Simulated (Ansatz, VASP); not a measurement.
HgF3: VASP beside Ansatz

File INCAR:

```
PREC = Accurate
ENCUT = 520
EDIFF = 1E-7
ISMEAR = -1
SIGMA = 0.05
LREAL = False
LASPH = True
NELM = 80
ALGO = Normal
ISIF = 2
LWAVE = False
LCHARG = False
GGA = PE
NBANDS = 24
```

File KPOINTS:

```
Automatic mesh
0
Gamma
  8 8 8
```

File POSCAR:

```
HgF3
1.0
    0.0000000000      2.9193258644      2.9193258644
    2.9193258644      0.0000000000      2.9193258644
    2.9193258644      2.9193258644      0.0000000000
Hg F
1 3
Direct
    0.0000000000      0.0000000000      0.0000000000
    0.5000000000      0.5000000000      0.5000000000
    0.7500000000      0.7500000000      0.7500000000
    0.2500000000      0.2500000000      0.2500000000
```

input.yaml

```yaml
crystal:
  lattice:
    - [0.0, 2.9193258644, 2.9193258644]
    - [2.9193258644, 0.0, 2.9193258644]
    - [2.9193258644, 2.9193258644, 0.0]
  atoms:
    - { symbol: Hg, position: [0.0, 0.0, 0.0] }
    - { symbol: F, position: [0.5, 0.5, 0.5] }
    - { symbol: F, position: [0.75, 0.75, 0.75] }
    - { symbol: F, position: [0.25, 0.25, 0.25] }
hamiltonian:
  xc: pbe
  pseudopotentials: { kind: paw }
kpoints:
  mp_grid: { grid: [8, 8, 8] }
scf:
  occupations: { method: fermi_dirac, width: 0.05 }
output:
  forces: true
  stress: true
  eigenvalues: true
```

Alike in both runs: task single point; functional PBE; k mesh 8 × 8 × 8; occupations fermi-dirac, width 0.05 eV; no spin polarisation.

|  | VASP | Ansatz |
| --- | --- | --- |
| version | VASP 6.6.1 | Ansatz 0.2.0 |
| potentials or method | VASP PAW PBE potentials, release 64 (Hg, F) | Ansatz PAW |
| plane-wave cutoff (eV) | 520 | 420 |
| valence electrons in the cell | 33 | 41 |

```csv
,VASP,Ansatz,Ansatz less VASP
gap on the k mesh at the Fermi level (eV),none,none,-
pressure (GPa),-3.2,-3.3,-0.09
```

A gap of «none» marks a metal or a gap that the smearing closes. VASP's potentials hold 33 valence electrons a cell and Ansatz's 41, so a difference there can come from the potentials and not from the codes.

Spin-orbit coupling is off throughout.
